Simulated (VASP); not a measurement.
Write the native input for VASP 6.6.1 that does the following.

* Task: single point
* Functional: PBE
* Potentials or basis: VASP PAW PBE potentials, release 64 (Mn_pv, S)
* Cutoff: 520 eV
* k mesh: 4 × 4 × 4
* Occupations: methfessel-paxton, width 0.1 eV
* Spin: collinear spin, ferromagnetic start
* Starting moments: [4.57, 0.14] μB
* Hubbard terms: Mn d U = 3.4 eV, J = 0.51 eV
* Dipole correction: no
* LDAUTYPE: 1
* Hund's J: 0.51
* Further INCAR settings: ALGO = Normal; EDIFF = 1e-07; NBANDS = 20

The structure of MnS lies in POSCAR:

```
MnS
1.0
    0.0000000000      2.8000000000      2.8000000000
    2.8000000000      0.0000000000      2.8000000000
    2.8000000000      2.8000000000      0.0000000000
Mn S
1 1
Direct
    0.5220000000      0.0890000000      0.9550000000
    1.2720000000      0.8390000000      1.7050000000
```

The input as run:

INCAR

```
PREC     = Accurate       # precision mode
ENCUT    = 520            # plane-wave cutoff, eV
EDIFF    = 1E-7           # SCF threshold, eV
ISMEAR   = 1              # smearing method
SIGMA    = 0.1            # smearing width, eV
LREAL    = False          # projectors in reciprocal space
LASPH    = True           # aspherical terms in the spheres
NELM     = 150            # most SCF steps
ALGO     = Normal         # electronic algorithm
ISIF     = 2              # what is computed and relaxed
LWAVE    = False          # write WAVECAR
LCHARG   = False          # write CHGCAR
ISPIN    = 2              # spin polarisation
MAGMOM   = 4.57 0.14      # initial moments
LORBIT   = 11             # projections on sites
LMAXMIX  = 4              # l up to which the mixer works
LDAU     = True           # DFT+U
LDAUTYPE = 1            
LDAUL    = 2 -1           # shell
LDAUU    = 3.4 0          # U, eV
LDAUJ    = 0.51 0       
LDAUPRINT= 1            
GGA      = PE             # functional
NBANDS   = 20             # bands
```

KPOINTS

```
Automatic mesh
0
Gamma
  4 4 4
```

Potentials or basis: VASP PAW PBE potentials, release 64 (Mn_pv, S).

Run with:

```console
$ cat potpaw_PBE.64/Mn_pv/POTCAR potpaw_PBE.64/S/POTCAR > POTCAR
$ mpirun -np 1 vasp_std > vasp.out
```

Results of the run:

```json
{"Pressure": "4.5 GPa", "Band gap on the k mesh": "0.80 eV, indirect (least direct gap 1.19 eV)", "Net moment": "5.00 μB per cell", "Site moments": "Mn +4.52; S +0.05 μB", "Valence electrons inside the program's atomic spheres": "Mn 11.36; S 3.80"}
```

Caveat: the k points lie up to 0.49 Å⁻¹ apart; a cell with one magnetic atom can't hold antiferromagnetic order, which such compounds often take.

It took 18 s on 1 thread of AMD EPYC 9R45 96-Core Processor (Zen 5), with other jobs on the host, peak memory 0.15 GiB.
